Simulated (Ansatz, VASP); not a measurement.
# Te in VASP and in Ansatz

```
Te
1.0
     4.51811    0.00000    0.00000
    -2.25906    3.91280    0.00000
     0.00000    0.00000    5.95777
Te
3
Direct
  0.26832 0.00000 0.33333
  0.00000 0.26832 0.66667
  0.73168 0.73168 0.00000
```

Alike in both runs: functional PBE; k mesh 10 × 10 × 7; occupations fermi-dirac, width 0.05 eV; no spin polarisation.

Ansatz relaxed the structure, and its values are those at the end. VASP's run is a single point on that final structure, the one shown.

|  | VASP | Ansatz |
| --- | --- | --- |
| version | VASP 6.6.1 | Ansatz 0.2.0 |
| potentials or method | VASP PAW PBE potentials, release 64 (Te), cutoff 520 eV | plane-wave PAW DFT |
| valence electrons in the cell | 18 | 48 |

|  | VASP | Ansatz | Ansatz less VASP |
| --- | --- | --- | --- |
| pressure (GPa) | 0.0 | 0.0 | +0.01 |
| rms of the force components (eV/Å) | 0.004 | 0.001 | -0.0032 |

With one functional, cell and mesh, what is left measures potentials, basis and numerics. VASP's potentials hold 18 valence electrons a cell and Ansatz's 48, so a difference there can come from the potentials and not from the codes.

Spin-orbit coupling is off throughout.
